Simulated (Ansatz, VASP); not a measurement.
**LiH12ClO6 in VASP and in Ansatz**

```xyz
20
Lattice="6.0732 0.0000 0.0000 0.0000 6.0732 0.0000 0.0000 0.0000 6.0732" Properties=species:S:1:pos:R:3 pbc="T T T"
O     4.4143    3.0401    0.1375
O     5.1776    0.1997    2.2027
O     2.5860    1.1575    1.2835
O     5.8356    2.7382    3.9455
O     2.3874    1.5388    4.0856
O     3.3910    4.2081    3.4306
H     3.9054    3.8010   -0.2164
H     3.7306    2.3573    0.3262
H     4.4839    0.6928    1.7152
H     5.7176   -0.2243    1.4923
H     1.8724    1.8200    1.2297
H     2.2032    0.3727    0.7722
H     5.3716    2.7272    4.8337
H     5.7703    1.8249    3.5961
H     2.5069    1.2274    3.1636
H     1.9673    0.7780    4.5605
H     4.1469    3.5733    3.4181
H     3.8185    5.0142    3.0587
Li    1.6764    3.4383    4.1438
Cl    1.1659    5.1744    5.7958
```

Alike in both runs: functional PBE; dispersion D3(BJ); k mesh 1 × 1 × 1; occupations fermi-dirac, width 0.05 eV; no spin polarisation.

Ansatz relaxed the structure, and its values are those at the end. VASP's run is a single point on that final structure, the one shown.

|  | VASP | Ansatz |
| --- | --- | --- |
| version | VASP 6.6.1 | Ansatz 0.2.0 |
| potentials or method | VASP PAW PBE potentials, release 64 (O, H, Li_sv, Cl), cutoff 520 eV | scalar-relativistic, plane waves, PAW |
| valence electrons in the cell | 58 | 58 |

VASP gave:

| Item | Value |
| --- | --- |
| rms of the force components (eV/Å) | 0.073 |

Q: Estimate Ansatz's values.

A: rms of the force components (eV/Å): 0.102.

Noted on VASP's run: the cutoff is under 1.25 times that of the potentials, so the pressure is a little rough.
